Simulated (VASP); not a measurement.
Runs of VASP 6.6.1 on K. The structure is that of space group Im-3m (No. 229), or close to it. The cells are those of the table. 

| cell | gap on the mesh (eV) | pressure (GPa) |
| --- | --- | --- |
| a = 4.421 Å, angles 109.5°, 1 atom | none | 0.4 |
| a = 4.308 Å, angles 109.5°, 1 atom | none | (a) |
| a = 4.497 Å, angles 108.8, 108.8, 110.8°, 1 atom | none | 0.2 |
| a = 4.384 Å, angles 108.8, 108.8, 110.9°, 1 atom | none | 0.6 |
| a = 4.761 Å, angles 109.5°, 1 atom | none | -0.4 |
| a = 4.346 Å, angles 110.2, 110.2, 108.1°, 1 atom | none | (b) |
| a = 4.648 Å, angles 109.5°, 1 atom | none | -0.1 |

Alike in all rows: task single point; level PBE; potentials or basis VASP PAW PBE potentials, release 64 (K_sv); no spin polarisation; k mesh 14 × 14 × 14; cutoff (eV) 520; smearing gaussian 0.15 eV.

Fill in the values left out.

(a) 0.9; (b) 0.7.

A gap of «none» marks levels without a gap at the run's occupations.
